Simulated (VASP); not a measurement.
Fe:

```
CELL_PARAMETERS angstrom
-1.42857 1.42857 1.44300
1.42857 -1.42857 1.44300
1.42857 1.42857 -1.44300
ATOMIC_POSITIONS crystal
Fe 0.00000 0.00000 0.00000
```

Base run:

```yaml
Program: VASP 6.6.1
Functional: PBE
Potentials_or_basis: VASP PAW PBE potentials, release 64 (Fe)
Cutoff: 520 eV
k_mesh: 11 × 11 × 11
Occupations: fermi-dirac, width 0.05 eV
Spin: collinear spin, ferromagnetic start
Starting_moments: "[3.0] μB"
```

Its results: pressure -6.3 GPa; net moment 2.26 μB per cell; site moments Fe +2.26 μB.

Task: The run is repeated on the same cell with these changes: functional from PBE to PBEsol; further incar settings from ALGO = Fast; EDIFF = 1e-07; NBANDS = 14 to ALGO = Fast; EDIFF = 1e-06; NBANDS = 14. What comes out?

Result: Pressure -15.1 GPa; net moment 2.26 μB per cell; site moments Fe +2.25 μB.

Caveats: the PAW data sets were made with another functional, which shifts forces and pressure a little (some runs).
